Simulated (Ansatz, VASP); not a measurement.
**Ta: VASP beside Ansatz**

INCAR

```
PREC = Accurate
ENCUT = 520
EDIFF = 1E-7
ISMEAR = -1
SIGMA = 0.05
LREAL = False
LASPH = True
NELM = 60
ALGO = Normal
ISIF = 2
LWAVE = False
LCHARG = False
GGA = CA
NBANDS = 18
```

File KPOINTS:

```
Automatic mesh
0
Gamma
  11 11 5
```

The input POSCAR:

```
Ta
1.0
    2.8411641924      0.0000000000      0.0000000000
   -1.4205820962      2.4605203670      0.0000000000
    0.0000000000      0.0000000000      5.0608102442
Ta
2
Direct
    0.3333333333      0.6666666667      0.2500000000
    0.6666666667      0.3333333333      0.7500000000
```

The input input.yaml:

```yaml
crystal:
  lattice:
    - [2.8411641924, 0.0, 0.0]
    - [-1.4205820962, 2.460520367, 0.0]
    - [0.0, 0.0, 5.0608102442]
  atoms:
    - { symbol: Ta, position: [0.3333333333, 0.6666666667, 0.25] }
    - { symbol: Ta, position: [0.6666666667, 0.3333333333, 0.75] }
hamiltonian:
  xc: lda
  pseudopotentials: { kind: paw }
kpoints:
  mp_grid: { grid: [11, 11, 5] }
scf:
  occupations: { method: fermi_dirac, width: 0.05 }
output:
  forces: true
  stress: true
  eigenvalues: true
```

Alike in both runs: task single point; functional LDA; k mesh 11 × 11 × 5; occupations fermi-dirac, width 0.05 eV; no spin polarisation.

|  | VASP | Ansatz |
| --- | --- | --- |
| version | VASP 6.6.1 | Ansatz 0.2.0 |
| potentials or method | VASP PAW LDA potentials, release 64 (Ta_pv) | Ansatz PAW |
| plane-wave cutoff (eV) | 520 | 420 |
| valence electrons in the cell | 22 | 26 |

VASP gave:

```
gap on the k mesh at the Fermi level (eV)                     : none
pressure (GPa)                                                : 0.6
traceless stress, the component that is largest in VASP (GPa) : 1.13
```

Estimate Ansatz's values.

gap on the k mesh at the Fermi level (eV): none; pressure (GPa): -0.3; traceless stress, the component that is largest in VASP (GPa): 1.18.

LDA's correlation is that of Perdew and Zunger in VASP and of Perdew and Wang (1992) in Ansatz. A gap of «none» marks a metal or a gap that the smearing closes. VASP's potentials hold 22 valence electrons a cell and Ansatz's 26, so a difference there can come from the potentials and not from the codes.

Neither program's run includes spin-orbit coupling.
